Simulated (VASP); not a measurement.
A run of VASP 6.6.1:

The input INCAR:

```
SYSTEM = Ti2NbC3
PREC = Accurate
ENCUT = 600
EDIFF = 1E-6
ISMEAR = 0
SIGMA = 0.1
LREAL = .FALSE.
LASPH = .TRUE.
NELM = 60
ALGO = Normal
ISIF = 3
LWAVE = .FALSE.
LCHARG = .FALSE.
GGA = PE
IBRION = 2
NSW = 90
EDIFFG = -0.04
```

File KPOINTS:

```
Automatic mesh
0
G
  4 4 4
  0 0 0
```

POSCAR

```
Ti2NbC3
1.0
    0.0000000000      3.8017557800      4.7461794600
    2.6288631200      0.0000000000      4.7461794600
    2.6288631200      3.8017557800      0.0000000000
Ti Nb C
2 1 3
Direct
    0.7500000000      0.7500000000      0.7500000000
    0.2500000000      0.2500000000      0.2500000000
    0.0000000000      0.0000000000      0.0000000000
    0.0000000000      0.5000000000      0.0000000000
    0.5000000000      0.0000000000      0.5000000000
    0.5000000000      0.5000000000      0.5000000000
```

Potentials or basis: VASP PAW PBE potentials, release 64 (Ti_sv, Nb_sv, C).

Run with:

```console
$ cat potpaw_PBE.64/Ti_sv/POTCAR potpaw_PBE.64/Nb_sv/POTCAR potpaw_PBE.64/C/POTCAR > POTCAR
$ mpirun -np 1 vasp_std > vasp.out
```

Hardware: 1 thread of AMD EPYC 9R45 96-Core Processor (Zen 5), with other jobs on the host.

Problem. How long does it take, and how much memory?

Solution. Run time: 20 min on 1 thread of AMD EPYC 9R45 96-Core Processor (Zen 5) (shared host), peak memory 0.31 GiB. Counts: scf iterations 314, k points 18, ion steps 32.
